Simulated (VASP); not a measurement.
A run of VASP 6.6.1:

File INCAR:

```
  PREC = Accurate
  ENCUT = 520
  EDIFF = 1E-7
  ISMEAR = 0
  SIGMA = 0.15
  LREAL = F
  LASPH = T
  NELM = 100
  ALGO = Fast
  ISIF = 2
  LWAVE = F
  LCHARG = T
  GGA = PE
  LELF = T
  LVHAR = T
  NBANDS = 11
```

The input KPOINTS:

```
regular mesh
0
Gamma
  24 24 24
```

POSCAR

```
Pd
1.0
   -0.2053167122      1.8478504095      1.8478504095
    1.8478504095     -0.2053167122      1.8478504095
    1.8478504095      1.8478504095     -0.2053167122
Pd
1
Direct
    0.0000000000      0.0000000000      0.0000000000
```

Potentials or basis: VASP PAW PBE potentials, release 64 (Pd).

Run with:

```bash
$ cat potpaw_PBE.64/Pd/POTCAR > POTCAR
$ mpirun -np 1 vasp_std > vasp.out
```

Hardware: 1 thread of Intel Xeon 8259CL (shared host).

Problem. How long does it take, and how much memory?

Solution. Wall time 3.6 min on 1 thread of Intel Xeon 8259CL, with other jobs on the host, peak memory 0.32 GiB. Counts: scf iterations 14, k points 1313.
